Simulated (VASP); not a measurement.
The system is BaS.

```xyz
2
Lattice="4.2331 0.0000 0.0000 -2.1166 3.6660 0.0000 0.0000 0.0000 4.1313" Properties=species:S:1:pos:R:3 pbc="T T T"
Ba    0.0000    0.0000    0.0000
S     2.1166    1.2220    2.0657
```

- Program: VASP 6.6.1
- Task: relaxation of cell and atoms
- Functional: PBEsol
- Potentials or basis: VASP PAW PBE potentials, release 64 (Ba_sv, S)
- Cutoff: 600 eV
- k mesh: 10 × 10 × 8
- Occupations: gaussian, width 0.05 eV
- Spin: no spin polarisation

At the start: pressure -0.9 GPa; volume 32.06 Å³/atom.

Task: Where does the relaxation end?

Result: Over 5 steps the energy falls by 25.8 meV/atom and the volume is 31.79 Å³/atom (-0.8 %); space group P-6m2 (No. 187, to 0.1 Å) before and after.

The path:
```csv
step,energy change (eV),largest force (eV/Å),pressure (GPa),volume (Å³)
1,0.0000,0.0000,-0.87,64.11
2,-0.0478,0.0000,0.74,62.44
3,-0.0479,0.0000,0.81,62.38
4,-0.0515,0.0000,-0.06,63.68
5,-0.0515,0.0000,0.00,63.59
```

Final structure:
```
CELL_PARAMETERS angstrom
4.31683 0.00000 0.00000
-2.15841 3.73848 0.00000
0.00000 0.00000 3.94002
ATOMIC_POSITIONS crystal
Ba 0.00000 0.00000 0.00000
S 0.66667 0.33333 0.50000
```

Caveat: the PAW data sets were made with another functional, which shifts forces and pressure a little.
